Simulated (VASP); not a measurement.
Here is a VASP 6.6.1 calculation.

The input INCAR:

```
ALGO = Normal
EDIFF = 1E-7
ENCUT = 520
GGA = CA
ISIF = 2
ISMEAR = -1
LASPH = True
LCHARG = False
LREAL = False
LWAVE = False
NBANDS = 9
NELM = 60
PREC = Accurate
SIGMA = 0.08
```

The input KPOINTS:

```
k-points
0
Gamma
  13 13 13
```

The input POSCAR:

```
Se
1.0
    2.1220834487      0.0000000000      0.0000000000
    0.0000000000      2.1220834487      0.0000000000
    0.0000000000      0.0000000000      2.1220834487
Se
1
Direct
    0.0000000000      0.0000000000      0.0000000000
```

Potentials or basis: VASP PAW LDA potentials, release 64 (Se).

The run is started by

```sh
$ cat potpaw_LDA.64/Se/POTCAR > POTCAR
$ mpirun -np 1 vasp_std > vasp.out
```

**Question.** What does it give for the pressure?

**Answer.** 326.7 GPa.

**Question.** Estimate the band gap on the k mesh.

**Answer.** Zero (band 3 reaches 28.49 eV, above the bottom of band 4 at 16.18 eV).
